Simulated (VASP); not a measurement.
A run of VASP 6.6.1:

INCAR

```
  ALGO = Normal
  EDIFF = 1E-6
  ENCUT = 520
  GGA = PS
  ISIF = 2
  ISMEAR = -1
  LASPH = True
  LCHARG = False
  LREAL = False
  LWAVE = False
  NBANDS = 55
  NELM = 80
  PREC = Accurate
  SIGMA = 0.03
```

File KPOINTS:

```
k-points
0
Gamma
  6 6 6
```

The input POSCAR:

```
Ga2S3
1.0
   -2.9882314739      2.9882314739      6.2471604213
    2.9882314739     -2.9882314739      6.2471604213
    2.9882314739      2.9882314739     -6.2471604213
Ga S
4 6
Direct
    0.4091948995      0.4091948995      0.0000000000
    0.7500000000      0.2500000000      0.5000000000
    0.5908051005      0.5908051005      0.0000000000
    0.2500000000      0.7500000000      0.5000000000
    0.3297342939      0.0000000000      0.3297342939
    0.2421655424      0.2421655424      0.0000000000
    0.0000000000      0.3297342939      0.3297342939
    0.6702657061      0.0000000000      0.6702657061
    0.7578344576      0.7578344576      0.0000000000
    0.0000000000      0.6702657061      0.6702657061
```

Potentials or basis: VASP PAW PBE potentials, release 64 (Ga_d, S).

Command:

```console
$ cat potpaw_PBE.64/Ga_d/POTCAR potpaw_PBE.64/S/POTCAR > POTCAR
$ mpirun -np 1 vasp_std > vasp.out
```

Hardware: 1 thread of Oxide Virtual Turin-like Processor (shared host).

Question: Estimate the wall time of this run.

Answer: Run time: 16 min on 1 thread of Oxide Virtual Turin-like Processor, on a shared host, peak memory 0.53 GiB. Counts: scf iterations 15, k points 30.
